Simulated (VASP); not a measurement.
Set up this calculation in VASP 6.6.1, as the native input.

```yaml
Task: single point
Functional: PBEsol
Potentials_or_basis: VASP PAW PBE potentials, release 64 (Mg)
Cutoff: 520 eV
k_mesh: 8 × 8 × 12
Occupations: fermi-dirac, width 0.1 eV
Spin: no spin polarisation
Dipole_correction: no
Further_INCAR_settings: ALGO = Normal; EDIFF = 1e-06; NBANDS = 10
```

The structure of Mg lies in POSCAR:

```
Mg
1.0
    5.0733665094      0.0000000000      0.0000000000
   -2.5366832547      4.3936642798      0.0000000000
    0.0000000000      0.0000000000      3.0736677517
Mg
3
Direct
    1.0000000000      0.0000000000      0.0000000000
    0.3333333333      0.6666666667      0.5000000000
    0.6666666667      0.3333333333      0.5000000000
```

The input as run:

INCAR

```
PREC = Accurate
ENCUT = 520
EDIFF = 1E-6
ISMEAR = -1
SIGMA = 0.1
LREAL = False
LASPH = True
NELM = 80
ALGO = Normal
ISIF = 2
LWAVE = False
LCHARG = False
GGA = PS
NBANDS = 10
```

KPOINTS

```
regular mesh
0
Gamma
  8 8 12
```

Potentials or basis: VASP PAW PBE potentials, release 64 (Mg).

Command:

```console
$ cat potpaw_PBE.64/Mg/POTCAR > POTCAR
$ mpirun -np 1 vasp_std > vasp.out
```

Results of the run:

| Quantity | Value |
| --- | --- |
| Pressure | -0.1 GPa |
| Band gap on the k mesh | zero (band 3 reaches 6.18 eV, above the bottom of band 4 at 1.68 eV) |

Caveat: the PAW data sets were made with another functional, which shifts forces and pressure a little.

It took 24 s on 1 thread of Intel(R) Xeon(R) Platinum 8488C (Sapphire Rapids) (shared host), peak memory 0.2 GiB.
